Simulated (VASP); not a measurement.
# SrO (Fm-3m) in VASP: settings compared, part 2 of 2

VASP 6.6.1.

## (5) Single point, HSE06

This run uses another cell than the first one, of 16.90 Å³/atom.

Contents of POSCAR:

```
SrO
1.0
    0.0000000000      2.5663000000      2.5663000000
    2.5663000000      0.0000000000      2.5663000000
    2.5663000000      2.5663000000      0.0000000000
Sr O
1 1
Direct
    0.5000000000      0.5000000000      0.5000000000
    0.0000000000      0.0000000000      0.0000000000
```

Contents of INCAR.step1:

```
SYSTEM = SrO
  ALGO = Normal
  EDIFF = 1E-5
  ENCUT = 520
  GGA = PE
  GGA_COMPAT = .False.
  ISIF = 2
  ISMEAR = 1
  LASPH = .True.
  LCHARG = .False.
  LREAL = .False.
  LWAVE = .True.
  NBANDS = 15
  NELM = 120
  PREC = Accurate
  SIGMA = 0.15
```

Contents of INCAR.step2:

```
SYSTEM = SrO
  ALGO = Normal
  EDIFF = 1E-6
  ENCUT = 520
  GGA = PE
  GGA_COMPAT = .False.
  HFSCREEN = 0.2079
  ISIF = 2
  ISMEAR = 1
  ISTART = 1
  LASPH = .True.
  LCHARG = .False.
  LHFCALC = .True.
  LREAL = .False.
  LWAVE = .False.
  NBANDS = 15
  NELM = 120
  PREC = Accurate
  PRECFOCK = Normal
  SIGMA = 0.15
```

Contents of KPOINTS:

```
k-points
0
Gamma
  5 5 5
  0 0 0
```

Potentials or basis: VASP PAW PBE potentials, release 64 (Sr_sv, O).

Started as:

```
> cat potpaw_PBE.64/Sr_sv/POTCAR potpaw_PBE.64/O/POTCAR > POTCAR
> cp INCAR.step1 INCAR
> mpirun -np 1 vasp_std > vasp.out
> cp INCAR.step2 INCAR
> mpirun -np 1 vasp_std > vasp.out
```

OUTCAR:

```text
SYSTEM = SrO
   EDIFF = 1E-6
   ENCUT = 520
   GGA = PE
   HFSCREEN = 0.2079
   ISIF = 2
   ISMEAR = 1
   ISTART = 1
   LASPH = .True.
   LHFCALC = .True.
   LREAL = .False.
   NELM = 120
   PREC = Accurate
   PRECFOCK = Normal

 ion  position               nearest neighbor table
   1  0.500  0.500  0.500-   2 2.57   2 2.57   2 2.57   2 2.57   2 2.57   2 2.57
   2  0.000  0.000  0.000-   1 2.57   1 2.57   1 2.57   1 2.57   1 2.57   1 2.57

  LATTYP: Found a face centered cubic cell.
 ALAT       =     5.1326000000

  Lattice vectors:

 A1 = (   0.0000000000,   2.5663000000,   2.5663000000)
 A2 = (   2.5663000000,   0.0000000000,   2.5663000000)
 A3 = (   2.5663000000,   2.5663000000,   0.0000000000)

Analysis of symmetry for initial positions (statically):
=====================================================================
 Subroutine PRICEL returns:
 Original cell was already a primitive cell.

 Routine SETGRP: Setting up the symmetry group for a
 face centered cubic supercell.

 Subroutine GETGRP returns: Found 48 space group operations
 (whereof 48 operations were pure point group operations)
 out of a pool of 48 trial point group operations.

The static configuration has the point symmetry O_h .

Analysis of symmetry for dynamics (positions and initial velocities):
=====================================================================
 Subroutine PRICEL returns:
 Original cell was already a primitive cell.

 Routine SETGRP: Setting up the symmetry group for a
 face centered cubic supercell.

 Subroutine GETGRP returns: Found 48 space group operations
 (whereof 48 operations were pure point group operations)
 out of a pool of 48 trial point group operations.

The dynamic configuration has the point symmetry O_h .

 Subroutine INISYM returns: Found 48 space group operations
 (whereof 48 operations are pure point group operations),
 and found     1 'primitive' translations

[... 115 lines left out ...]
   IVDW    =     0    specifies the selected vdW correction
   LEPSILON=     F    determine dielectric tensor
   LRPA    =     F    only Hartree local field effects (RPA)
 non-spin polarized calculation
 Methfessel and Paxton  Order N= 1 SIGMA  =   0.15
  energy-cutoff  :      520.00
  volume of cell :       33.80
 maximum number of plane-waves:       941
  NGX = 24; NGY = 24; NGZ = 24

 number of electron      15.9999996 magnetization

 Free energy of the ion-electron system (eV)
  ---------------------------------------------------
  ext. energy  EPLUGINS =         0.00000000
  ---------------------------------------------------
  free energy    TOTEN  =       -14.17876421 eV

  energy without entropy =      -14.18160892  energy(sigma->0) =      -14.17971245

 E-fermi :   0.6707     XC(G=0):  -8.2853

 val. band max:        0.6306737481   @ k =   0.0000   0.0000   0.0000
 cond. band min:       5.5584387404   @ k =   0.4000   0.4000   0.0000
 fundamental gap:      4.9277649923
 Fermi energy:         0.6706882757

 k-point     1 :       0.0000    0.0000    0.0000
  band No.  band energies     occupation
      1     -33.6854      2.00000
      2     -15.9498      2.00000
      3     -14.0286      2.00000
      4     -14.0286      2.00000
      5     -14.0286      2.00000
      6       0.6307      1.43420
      7       0.6307      1.43419
      8       0.6307      1.43419
      9       6.1325      0.00000
     10       8.5074      0.00000
     11       8.5074      0.00000
     12       8.5074      0.00000
     13      10.7702      0.00000
     14      10.7702      0.00000
[... 149 lines left out ...]
      2     -16.6430      2.00000
      3     -14.6091      2.00000
      4     -14.5542      2.00000
      5     -13.5926      2.00000
      6      -0.6363      2.00000
      7      -0.1320      2.00000
      8       0.2078      2.00011
      9       7.5024      0.00000
     10       9.3577      0.00000
     11      11.1975      0.00000
     12      12.9418      0.00000
     13      13.7985      0.00000
     14      15.5703      0.00000
     15      16.4028      0.00000

------------------------ aborting loop because EDIFF is reached ----------------------------------------

  FORCE on cell =-STRESS in cart. coord.  units (eV):
  Direction    XX          YY          ZZ          XY          YZ          ZX
  --------------------------------------------------------------------------------------
  -------------------------------------------------------------------------------------
  Total        0.3706754      0.3706754      0.3706754      0.0000000      0.0000000      0.0000000
  in kB       17.5692014     17.5692014     17.5692014      0.0000000      0.0000000      0.0000000
  external PRESSURE =      17.5692014 kB  Pullay stress =       0.0000000 kB

 VOLUME and BASIS-vectors are now :
 -----------------------------------------------------------------------------
  energy-cutoff  :      520.00
  volume of cell :       33.80
      direct lattice vectors                 reciprocal lattice vectors
     0.000000000  2.566300000  2.566300000    -0.194833028  0.194833028  0.194833028
     2.566300000  0.000000000  2.566300000     0.194833028 -0.194833028  0.194833028
     2.566300000  2.566300000  0.000000000     0.194833028  0.194833028 -0.194833028

 POSITION                                       TOTAL-FORCE (eV/Angst)
 -----------------------------------------------------------------------------------
      2.56630      2.56630      2.56630         0.000000      0.000000      0.000000
      0.00000      0.00000      0.00000         0.000000      0.000000     -0.000000
 -----------------------------------------------------------------------------------
    total drift:                               -0.000000      0.000000      0.000000

  FREE ENERGIE OF THE ION-ELECTRON SYSTEM (eV)
  ---------------------------------------------------
  free  energy   TOTEN  =       -14.1787642125 eV

  energy  without entropy=      -14.1816089200  energy(sigma->0) =      -14.17971245
```

OUTCAR.step1:

```text
SYSTEM = SrO
   EDIFF = 1E-5
   ENCUT = 520
   GGA = PE
   ISIF = 2
   ISMEAR = 1
[... 385 lines left out ...]
      2.56630      2.56630      2.56630        -0.000000     -0.000000      0.000000
      0.00000      0.00000      0.00000         0.000000      0.000000     -0.000000
 -----------------------------------------------------------------------------------
    total drift:                                0.000000      0.000000      0.000000

  FREE ENERGIE OF THE ION-ELECTRON SYSTEM (eV)
  ---------------------------------------------------
  free  energy   TOTEN  =       -12.0352774554 eV

  energy  without entropy=      -12.0379625113  energy(sigma->0) =      -12.03617247
```

OSZICAR.step1:

```text
N       E                     dE             d eps       ncg     rms          rms(c)
DAV:   1     0.637656386347E+02    0.63766E+02   -0.79862E+03   300   0.100E+03
DAV:   2    -0.106395392046E+02   -0.74405E+02   -0.69415E+02   419   0.217E+02
DAV:   3    -0.141735819110E+02   -0.35340E+01   -0.35268E+01   405   0.420E+01
DAV:   4    -0.142357940858E+02   -0.62212E-01   -0.62199E-01   408   0.472E+00
DAV:   5    -0.142368762254E+02   -0.10821E-02   -0.10821E-02   343   0.525E-01    0.166E+01
DAV:   6    -0.121802489403E+02    0.20566E+01   -0.66383E+00   307   0.195E+01    0.196E+01
DAV:   7    -0.120439404792E+02    0.13631E+00   -0.29136E-01   342   0.481E+00    0.114E+01
DAV:   8    -0.120332474516E+02    0.10693E-01   -0.11783E-01   370   0.341E+00    0.441E-01
DAV:   9    -0.120346467380E+02   -0.13993E-02   -0.55636E-03   381   0.473E-01    0.232E-01
DAV:  10    -0.120351219772E+02   -0.47524E-03   -0.46199E-04   321   0.200E-01    0.836E-02
DAV:  11    -0.120352598165E+02   -0.13784E-03   -0.13351E-04   314   0.856E-02    0.266E-02
DAV:  12    -0.120352772981E+02   -0.17482E-04   -0.26887E-05   299   0.379E-02    0.218E-02
DAV:  13    -0.120352774554E+02   -0.15732E-06   -0.13042E-06   206   0.102E-02
   1 F= -.12035277E+02 E0= -.12036172E+02  d E =0.268506E-02
```

Run time: 10 min. Hardware: 1 thread of AMD EPYC 9R45 (Zen 5), shared host; peak memory 0.24 GiB.

Results:

```yaml
Free_energy: -14.1788 eV
Pressure: 1.8 GPa
Band_gap_on_the_k_mesh: 4.93 eV (least direct gap 5.06 eV)
```

Caveat: the k points lie up to 0.42 Å⁻¹ apart; the PAW data sets were made with another functional, which shifts forces and pressure a little; an odd mesh through Γ misses points on the zone boundary, where band edges can lie.

## (6) The runs side by side

```csv
level,cell,k mesh,cutoff (eV),smearing,grid for exact exchange (PRECFOCK),share of exact exchange,screening parameter,gap on the mesh (eV),pressure (GPa)
"b88 exchange, pbe correlation","a = 3.677 Å, angles 60.0°, 2 atoms",9 × 9 × 9,600,methfessel-paxton 0.1 eV,-,-,-,3.37,0.0
"b88 exchange, pbe correlation","a = 3.700 Å, angles 60.0°, 2 atoms",9 × 9 × 9,600,methfessel-paxton 0.1 eV,-,-,-,3.38,-1.5
r2SCAN,"a = 3.580 Å, angles 60.0°, 2 atoms",9 × 9 × 9,660,tetrahedron,-,-,-,3.78,6.6
HSE06,"a = 3.629 Å, angles 60.0°, 2 atoms",5 × 5 × 5,520,methfessel-paxton 0.15 eV,Normal,0.25,0.2079 1/Å,4.93,1.8
```

Alike in all rows: task single point; potentials or basis VASP PAW PBE potentials, release 64 (Sr_sv, O); no spin polarisation.

Caveats: some runs use coarse meshes; the PAW data sets were made with another functional, which shifts forces and pressure a little; an odd mesh through Γ misses points on the zone boundary, where band edges can lie; the cell stands under pressure (at least some runs).

Total energies depend on the potentials used, so only differences within one code and one set of settings carry meaning.
